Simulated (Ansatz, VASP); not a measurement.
**Two plane-wave programs on WC**

```
W C
1.0
     2.95851    0.00000    0.00000
    -1.47926    2.46167    0.00000
     0.00000    0.00000    2.82900
W C
1 1
Direct
  0.00000 0.00000 0.00000
  0.66667 0.33333 0.50000
```

Change from the starting cell: strain +0.0200 x Voigt [1, -1, 0, 0, 0, 0], atoms carried along.

Alike in both runs: task single point; functional r2SCAN; k mesh 18 × 18 × 16; occupations gaussian, width 0.15 eV; no spin polarisation.

|  | VASP | Ansatz |
| --- | --- | --- |
| version | VASP 6.6.1 | Ansatz 0.2.0 |
| potentials or method | VASP PAW PBE potentials, release 64 (W_sv, C), cutoff 520 eV | scalar-relativistic, plane waves, PAW |
| valence electrons in the cell | 18 | 18 |

```csv
,VASP,Ansatz,Ansatz less VASP
gap on the k mesh at the Fermi level (eV),none,none,-
pressure (GPa),6.8,4.8,-2.01
"traceless stress, the component that is largest in VASP (GPa)",10.48,10.52,+0.034
rms of the force components (eV/Å),0.135,0.130,-0.0041
```

VASP's potentials were made for PBE, not for r2SCAN. Atom by atom the forces differ by 0.004 eV/Å (rms over components). A gap of «none» marks a metal or a gap that the smearing closes. With one functional, cell and mesh, what is left measures potentials, basis and numerics.

Neither program's run includes spin-orbit coupling.
